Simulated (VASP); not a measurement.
# Ca7MoO8 (Fm-3m) in VASP: further runs

Ca7MoO8 is run at these levels: PBEsol; tasks: single point.

Program: VASP 6.6.1. These are calculated values, not measurements. Logs are shortened: lines on timing, memory, paths and dates and some standing lists are left out, and cuts for length are marked.

### Step 1. The cell of the first run

The structure is cubic, space group Fm-3m (No. 225). Conventional cell: a = 9.630 Å, b = 9.630 Å, c = 9.630 Å, α = 90.00°, β = 90.00°, γ = 90.00°. Within 3.1 Å of Mo (site symmetry m-3m) lie 6 O at 2.33 Å. Within 3.2 Å of Ca (site symmetry mmm) lie 6 O at 2.41 Å. Within 3.5 Å of Ca (site symmetry m-3m) lie 6 O at 2.48 Å and 12 Ca at 3.40 Å. Within 3.2 Å of O (site symmetry -43m) lie 6 Ca at 2.41 Å. Within 3.1 Å of O (site symmetry 4mm) lie 1 Mo at 2.33 Å and 5 Ca at 2.41 to 2.48 Å.

### Step 2. Single point, PBEsol, collinear spin

INCAR

```
SYSTEM = Ca7MoO8
PREC = Accurate ; ENCUT = 520
EDIFF = 1E-6 ; ISMEAR = 0
SIGMA = 0.05 ; LREAL = Auto
LASPH = .True. ; NELM = 150
ALGO = Normal ; ISIF = 2
LWAVE = .False. ; LCHARG = .True.
ISPIN = 2 ; MAGMOM = 4 0 0 0 0 0 0 0 0 0 0 0 0 0 0 0
LORBIT = 11 ; LMAXMIX = 4
GGA = PS ; LELF = .True.
LVHAR = .True. ; NBANDS = 84
```

KPOINTS

```
Automatic mesh
0
Gamma
  3 3 3
  0 0 0
```

POSCAR

```
Ca7MoO8
1.0
    0.0000000000      4.8150000000      4.8150000000
    4.8150000000      0.0000000000      4.8150000000
    4.8150000000      4.8150000000      0.0000000000
Mo Ca O
1 7 8
Direct
    0.0000000000      0.0000000000      1.0000000000
    0.0000000000      0.0000000000      0.5000000000
    0.0000000000      0.5000000000      0.0000000000
    0.0000000000      0.5000000000      0.5000000000
    0.5000000000      0.0000000000      0.0000000000
    0.5000000000      0.0000000000      0.5000000000
    0.5000000000      0.5000000000      0.0000000000
    0.5000000000      0.5000000000      0.5000000000
    0.2500000000      0.2500000000      0.2500000000
    0.2420323557      0.2420323557      0.7579676443
    0.2420323557      0.7579676443      0.2420323557
    0.2420323557      0.7579676443      0.7579676443
    0.7579676443      0.2420323557      0.2420323557
    0.7579676443      0.2420323557      0.7579676443
    0.7579676443      0.7579676443      0.2420323557
    0.7500000000      0.7500000000      0.7500000000
```

Potentials or basis: VASP PAW PBE potentials, release 64 (Mo_sv, Ca_sv, O).

Launch:

```bash
cat potpaw_PBE.64/Mo_sv/POTCAR potpaw_PBE.64/Ca_sv/POTCAR potpaw_PBE.64/O/POTCAR > POTCAR
mpirun -np 1 vasp_std > vasp.out
```

OUTCAR:

```text
SYSTEM = Ca7MoO8
   PREC = Accurate
   ENCUT = 520
   EDIFF = 1E-6
   ISMEAR = 0
   LREAL = Auto
   LASPH = .True.
   NELM = 150
   ISIF = 2
   ISPIN = 2
   LORBIT = 11
   GGA = PS

 ion  position               nearest neighbor table
   1  0.000  0.000  0.000-  10 2.33  11 2.33  12 2.33  13 2.33  14 2.33  15 2.33
   2  0.000  0.000  0.500-   9 2.41  16 2.41  12 2.41  13 2.41  14 2.41  11 2.41
   3  0.000  0.500  0.000-   9 2.41  16 2.41  12 2.41  13 2.41  15 2.41  10 2.41
   4  0.000  0.500  0.500-   9 2.41  16 2.41  11 2.41  14 2.41  15 2.41  10 2.41
   5  0.500  0.000  0.000-   9 2.41  16 2.41  11 2.41  14 2.41  15 2.41  10 2.41
   6  0.500  0.000  0.500-   9 2.41  16 2.41  12 2.41  13 2.41  15 2.41  10 2.41
[... 8 lines left out ...]
  15  0.758  0.758  0.242-   1 2.33   3 2.41   4 2.41   5 2.41   6 2.41   8 2.48
  16  0.750  0.750  0.750-   2 2.41   3 2.41   4 2.41   5 2.41   6 2.41   7 2.41

  LATTYP: Found a face centered cubic cell.
 ALAT       =     9.6300000000

  Lattice vectors:

 A1 = (   0.0000000000,   4.8150000000,   4.8150000000)
 A2 = (   4.8150000000,   0.0000000000,   4.8150000000)
 A3 = (   4.8150000000,   4.8150000000,   0.0000000000)

Analysis of symmetry for initial positions (statically):
=====================================================================
 Subroutine PRICEL returns:
 Original cell was already a primitive cell.

 Routine SETGRP: Setting up the symmetry group for a
 face centered cubic supercell.

 Subroutine GETGRP returns: Found 48 space group operations
 (whereof 48 operations were pure point group operations)
 out of a pool of 48 trial point group operations.

The static configuration has the point symmetry O_h .

Analysis of symmetry for dynamics (positions and initial velocities):
=====================================================================
 Subroutine PRICEL returns:
 Original cell was already a primitive cell.

 Routine SETGRP: Setting up the symmetry group for a
 face centered cubic supercell.

 Subroutine GETGRP returns: Found 48 space group operations
 (whereof 48 operations were pure point group operations)
 out of a pool of 48 trial point group operations.

The dynamic configuration has the point symmetry O_h .

Analysis of structural, dynamic, and magnetic symmetry:
=====================================================================
 Subroutine PRICEL returns:
 Original cell was already a primitive cell.

 Routine SETGRP: Setting up the symmetry group for a
 face centered cubic supercell.

 Subroutine GETGRP returns: Found 48 space group operations
 (whereof 48 operations were pure point group operations)
 out of a pool of 48 trial point group operations.

The overall configuration has the point symmetry O_h .

 Subroutine INISYM returns: Found 48 space group operations
 (whereof 48 operations are pure point group operations),
 and found     1 'primitive' translations

----------------------------------------------------------------------------------------

                                     Primitive cell

  volume of cell :     223.2641

  direct lattice vectors                    reciprocal lattice vectors
     0.000000000  4.815000000  4.815000000    -0.103842160  0.103842160  0.103842160
     4.815000000  0.000000000  4.815000000     0.103842160 -0.103842160  0.103842160
     4.815000000  4.815000000  0.000000000     0.103842160  0.103842160 -0.103842160

  length of vectors
     6.809438303  6.809438303  6.809438303     0.179859897  0.179859897  0.179859897

  position of ions in fractional coordinates (direct lattice)
     0.000000000  0.000000000  0.000000000
     0.000000000  0.000000000  0.500000000
     0.000000000  0.500000000  0.000000000
     0.000000000  0.500000000  0.500000000
     0.500000000  0.000000000  0.000000000
     0.500000000  0.000000000  0.500000000
[... 8 lines left out ...]
     0.757967644  0.757967644  0.242032356
     0.750000000  0.750000000  0.750000000

  ion indices of the primitive-cell ions
   primitive index   ion index
                 1           1
                 2           2
                 3           3
                 4           4
                 5           5
                 6           6
[... 8 lines left out ...]
                15          15
                16          16

----------------------------------------------------------------------------------------

 KPOINTS: Automatic mesh

Automatic generation of k-mesh.
 Grid dimensions read from file:
 generate k-points for:    3    3    3

 Generating k-lattice:

  Cartesian coordinates                     Fractional coordinates (reciprocal lattice)
    -0.034614053  0.034614053  0.034614053     0.333333333  0.000000000  0.000000000
     0.034614053 -0.034614053  0.034614053     0.000000000  0.333333333  0.000000000
     0.034614053  0.034614053 -0.034614053     0.000000000  0.000000000  0.333333333

  Length of vectors
     0.059953299  0.059953299  0.059953299

  Shift w.r.t. Gamma in fractional coordinates (k-lattice)
     0.000000000  0.000000000  0.000000000

 Subroutine IBZKPT returns following result:
 ===========================================

 Found      4 irreducible k-points:

 Following reciprocal coordinates:
            Coordinates               Weight
  0.000000  0.000000  0.000000      1.000000
  0.333333  0.000000  0.000000      8.000000
  0.333333  0.333333  0.000000      6.000000
 -0.333333  0.333333  0.000000     12.000000
   k-points           NKPTS =      4   k-points in BZ     NKDIM =      4   number of bands    NBANDS=     84
   number of dos      NEDOS =    301   number of ions     NIONS =     16
   total plane-waves  NPLWV = 157464
   dimension x,y,z NGX =    54 NGY =   54 NGZ =   54
   dimension x,y,z NGXF=   108 NGYF=  108 NGZF=  108
   ions per type =               1   7   8
   NGX,Y,Z   is equivalent  to a cutoff of  13.18, 13.18, 13.18 a.u.
   NGXF,Y,Z  is equivalent  to a cutoff of  26.37, 26.37, 26.37 a.u.
 SYSTEM =  Ca7MoO8
   PREC   = accura    normal or accurate (medium, high low for compatibility)
   ISTART =      0    job   : 0-new  1-cont  2-samecut
   ICHARG =      2    charge: 1-file 2-atom 10-const
   ISPIN  =      2    spin polarized calculation?
   LNONCOLLINEAR =      F non collinear calculations
   LSORBIT =      F    spin-orbit coupling
   LASPH  =      T    aspherical Exc in radial PAW
   ENCUT  =  520.0 eV  38.22 Ry    6.18 a.u.  12.66 12.66 12.66*2*pi/ulx,y,z
   NELM   =    150;   NELMIN=  2; NELMDL= -5     # of ELM steps
   EDIFF  = 0.1E-05   stopping-criterion for ELM
   LREAL  =      T    real-space projection
   EDIFFG = 0.1E-04   stopping-criterion for IOM
   NSW    =      0    number of steps for IOM
   IBRION =     -1    ionic relax: 0-MD 1-quasi-New 2-CG
   NFREE  =      0    steps in history (QN), initial steepest desc. (CG)
   ISIF   =      2    stress and relaxation
   ISYM   =      2    0-nonsym 1-usesym 2-fastsym
   POTIM  = 0.5000    time-step for ionic-motion
   TEBEG  =    0.0;   TEEND  =   0.0 temperature during run
   PSTRESS=    0.0 pullay stress
   NELECT =     132.0000    total number of electrons
   NUPDOWN=      -1.0000    fix difference up-down
   EMIN   =  10.00;   EMAX   =-10.00  energy-range for DOS
   EFERMI =   0.00;   METHOD = LEGACY
   ISMEAR =     0;   SIGMA  =   0.05  broadening in eV -4-tet -1-fermi 0-gaus
   EFERMI_NEDOS =   21; number of points for ismear=-14 and -15
   IALGO  =     38    algorithm
   IMIX   =      4    mixing-type and parameters
     AMIX     =   0.40;   BMIX     =  1.00
     AMIX_MAG =   1.60;   BMIX_MAG =  1.00
  volume/ion in A,a.u.               =      13.95        94.17
  Fermi-wavevector in a.u.,A,eV,Ry     =   1.374020  2.596522 25.686876  1.887932
  Thomas-Fermi vector in A             =   2.499485
   LORBIT       =     11    0 simple, 1 ext, 2 COOP (PROOUT), +10 PAW based schemes
   GGA     = PS    functional components
   LHFCALC =     F    Hartree Fock is set to
   AEXX    =    0.0000 exact exchange contribution
   IVDW    =     0    specifies the selected vdW correction
   LEPSILON=     F    determine dielectric tensor
   LRPA    =     F    only Hartree local field effects (RPA)
 spin polarized calculation
 Gauss-broadening in eV      SIGMA  =   0.05
  energy-cutoff  :      520.00
  volume of cell :      223.26
 maximum number of plane-waves:      6046
 NGX is ok and might be reduce to    50
   NGX = 25   NGY = 25   NGZ = 25

 number of electron     132.0000002 magnetization       1.9999370

 Free energy of the ion-electron system (eV)
  ---------------------------------------------------
  ext. energy  EPLUGINS =         0.00000000
  ---------------------------------------------------
  free energy    TOTEN  =      -111.09100328 eV

  energy without entropy =     -111.08259272  energy(sigma->0) =     -111.08679800

 E-fermi :   5.8365     XC(G=0): -10.8802

 val. band max:        5.8243372971   @ k =   0.3333   0.0000   0.0000
 cond. band min:       5.9541353435   @ k =  -0.3333   0.3333   0.0000
 fundamental gap:      0.1297980464
 Fermi energy:         5.8365062546

 spin component 1

 k-point     1 :       0.0000    0.0000    0.0000
  band No.  band energies     occupation
      1     -56.4104      1.00000
      2     -35.5278      1.00000
      3     -34.6627      1.00000
      4     -34.5934      1.00000
      5     -34.5934      1.00000
      6     -34.5934      1.00000
[... 70 lines left out ...]
     77       9.4107      0.00000
     78      10.1681      0.00000
[... 241 lines left out ...]
     77       9.0143      0.00000
     78       9.2555      0.00000
 Fermi energy:         5.8365062546

 spin component 2

 k-point     1 :       0.0000    0.0000    0.0000
  band No.  band energies     occupation
      1     -55.3319      1.00000
      2     -35.5442      1.00000
      3     -34.6684      1.00000
      4     -34.5990      1.00000
      5     -34.5990      1.00000
      6     -34.5990      1.00000
[... 70 lines left out ...]
     77       9.4210      0.00000
     78      10.2101      0.00000
[... 241 lines left out ...]
     77       9.1243      0.00000
     78       9.2598      0.00000
 [bands above 78 left out]

------------------------ aborting loop because EDIFF is reached ----------------------------------------

  FORCE on cell =-STRESS in cart. coord.  units (eV):
  Direction    XX          YY          ZZ          XY          YZ          ZX
  --------------------------------------------------------------------------------------
  -------------------------------------------------------------------------------------
  Total      -11.6756183    -11.6756183    -11.6756183     -0.0000000     -0.0000000      0.0000000
  in kB      -83.7860277    -83.7860277    -83.7860277     -0.0000000     -0.0000000      0.0000000
  external PRESSURE =     -83.7860277 kB  Pullay stress =       0.0000000 kB

 VOLUME and BASIS-vectors are now :
 -----------------------------------------------------------------------------
  energy-cutoff  :      520.00
  volume of cell :      223.26
      direct lattice vectors                 reciprocal lattice vectors
     0.000000000  4.815000000  4.815000000    -0.103842160  0.103842160  0.103842160
     4.815000000  0.000000000  4.815000000     0.103842160 -0.103842160  0.103842160
     4.815000000  4.815000000  0.000000000     0.103842160  0.103842160 -0.103842160

 POSITION                                       TOTAL-FORCE (eV/Angst)
 -----------------------------------------------------------------------------------
      0.00000      0.00000      0.00000         0.000000      0.000000      0.000000
      2.40750      2.40750      0.00000         0.000000     -0.000000      0.000000
      2.40750      0.00000      2.40750         0.000000     -0.000000      0.000000
      4.81500      2.40750      2.40750         0.000000      0.000000     -0.000000
      0.00000      2.40750      2.40750         0.000000      0.000000     -0.000000
      2.40750      4.81500      2.40750         0.000000      0.000000      0.000000
[... 8 lines left out ...]
      4.81500      4.81500      7.29923         0.000000      0.000000      0.041041
      7.22250      7.22250      7.22250         0.000000     -0.000000     -0.000000
 -----------------------------------------------------------------------------------
    total drift:                                0.000000      0.000000      0.000000

  FREE ENERGIE OF THE ION-ELECTRON SYSTEM (eV)
  ---------------------------------------------------
  free  energy   TOTEN  =      -111.0910032770 eV

  energy  without entropy=     -111.0825927204  energy(sigma->0) =     -111.08679800

 total charge

# of ion       s       p       d       tot
------------------------------------------
    1        2.184   6.087   3.760  12.032
    2        2.039   5.873   0.314   8.226
    3        2.039   5.873   0.314   8.226
    4        2.039   5.873   0.314   8.226
    5        2.039   5.873   0.314   8.226
    6        2.039   5.873   0.314   8.226
[... 8 lines left out ...]
   15        1.544   3.404   0.000   4.948
   16        1.545   3.426   0.000   4.971
--------------------------------------------------
tot         28.801  74.454   5.940 109.196

 magnetization (x)

# of ion       s       p       d       tot
------------------------------------------
    1        0.014   0.012   1.658   1.684
    2        0.000  -0.000  -0.006  -0.006
    3        0.000  -0.000  -0.006  -0.006
    4        0.000  -0.000  -0.006  -0.006
    5        0.000  -0.000  -0.006  -0.006
    6        0.000  -0.000  -0.006  -0.006
[... 8 lines left out ...]
   15        0.000   0.027   0.000   0.027
   16        0.000   0.002   0.000   0.002
--------------------------------------------------
tot          0.015   0.174   1.605   1.794
```

It took 12 min on 1 thread of Intel Xeon Platinum 8259CL at 2.50GHz (Skylake/Cascade Lake), shared host; peak memory 0.56 GiB.

What came out:

```
Free energy                                           : -111.0910 eV
Pressure                                              : -8.4 GPa
Largest force                                         : 0.041 eV/Å
Band gap on the k mesh                                : zero (filled and empty bands overlap)
Net moment                                            : 2.00 μB per cell
Site moments                                          : Mo +1.68; Ca -0.01, -0.02 (each value once); O +0.00, +0.03 (each value once) μB
Valence electrons inside the program's atomic spheres : Mo 12.03; Ca 8.23, 8.18 (each value once); O 4.97, 4.95 (each value once)
```

Forces on the atoms (eV/Å):
```
Mo   0.000  0.000  0.000
Ca   0.000  0.000  0.000
Ca   0.000  0.000  0.000
Ca   0.000  0.000  0.000
Ca   0.000  0.000  0.000
Ca   0.000  0.000  0.000
Ca   0.000  0.000  0.000
Ca   0.000  0.000  0.000
O    0.000  0.000  0.000
O    0.000  0.000 -0.041
O    0.000 -0.041  0.000
O    0.041  0.000  0.000
O   -0.041  0.000  0.000
O    0.000  0.041  0.000
O    0.000  0.000  0.041
O    0.000  0.000  0.000
```

Caveat: the k points lie up to 0.38 Å⁻¹ apart, too coarse for converged energies and pressures of a metal; the PAW data sets were made with another functional, which shifts forces and pressure a little.

### Step 3. Single point, PBEsol, collinear spin

INCAR

```
PREC     = Accurate       # precision mode
ENCUT    = 520            # plane-wave cutoff, eV
EDIFF    = 1E-6           # SCF threshold, eV
ISMEAR   = 0              # smearing method
SIGMA    = 0.05           # smearing width, eV
LREAL    = Auto         
LASPH    = True           # aspherical terms in the spheres
NELM     = 150            # most SCF steps
ALGO     = Normal         # electronic algorithm
ISIF     = 2              # what is computed and relaxed
LWAVE    = False          # write WAVECAR
LCHARG   = False          # write CHGCAR
ISPIN    = 2              # spin polarisation
MAGMOM   = 4 0 0 0 0 0 0 0 0 0 0 0 0 0 0 0 # initial moments
LORBIT   = 11             # projections on sites
LMAXMIX  = 4              # l up to which the mixer works
GGA      = PS             # functional
NBANDS   = 84             # bands
```

KPOINTS

```
Automatic mesh
0
Gamma
  3 3 3
```

POSCAR is that of step 2.

Potentials or basis: VASP PAW PBE potentials, release 64 (Mo_sv, Ca_sv, O).

Launch:

```bash
cat potpaw_PBE.64/Mo_sv/POTCAR potpaw_PBE.64/Ca_sv/POTCAR potpaw_PBE.64/O/POTCAR > POTCAR
mpirun -np 1 vasp_std > vasp.out
```

Wall time 13 min (1 thread of Intel Xeon Platinum 8259CL at 2.50GHz (Skylake/Cascade Lake), shared host); peak memory 0.56 GiB.

Results (log left out):

- Free energy: -111.0910 eV
- Pressure: -8.4 GPa
- Largest force: 0.041 eV/Å
- Band gap on the k mesh: zero (filled and empty bands overlap)
- Net moment: 2.00 μB per cell
- Site moments: Mo +1.68; Ca -0.01, -0.02 (each value once); O +0.00, +0.03 (each value once) μB
- Valence electrons inside the program's atomic spheres: Mo 12.03; Ca 8.23, 8.18 (each value once); O 4.97, 4.95 (each value once)

Forces in eV/Å, atoms in the order of the input:
```
Mo   0.000  0.000  0.000
Ca   0.000  0.000  0.000
Ca   0.000  0.000  0.000
Ca   0.000  0.000  0.000
Ca   0.000  0.000  0.000
Ca   0.000  0.000  0.000
Ca   0.000  0.000  0.000
Ca   0.000  0.000  0.000
O    0.000  0.000  0.000
O    0.000  0.000 -0.041
O    0.000 -0.041  0.000
O    0.041  0.000  0.000
O   -0.041  0.000  0.000
O    0.000  0.041  0.000
O    0.000  0.000  0.041
O    0.000  0.000  0.000
```

Levels at points of the mesh, in eV from the Fermi level:
Spin up:
```csv
k point,band 65,band 66,band 67,band 68,band 69,band 70
"(0.00, 0.00, 0.00)",-1.46,-1.46,-1.46,0.74,1.25,1.25
```
Spin down:
| k point | band 62 | band 63 | band 64 | band 65 | band 66 | band 67 | band 68 | band 69 | band 70 | band 71 |
| --- | --- | --- | --- | --- | --- | --- | --- | --- | --- | --- |
| (0.00, 0.00, 0.00) | -3.35 | -3.35 | -3.35 | -0.62 | -0.62 | -0.62 | 0.87 | 1.69 | 1.69 | 1.69 |

Caveat: the k points lie up to 0.38 Å⁻¹ apart, too coarse for converged energies and pressures of a metal; the PAW data sets were made with another functional, which shifts forces and pressure a little.

The gap in the log of VASP goes by the Fermi energy; the results here count the filled bands.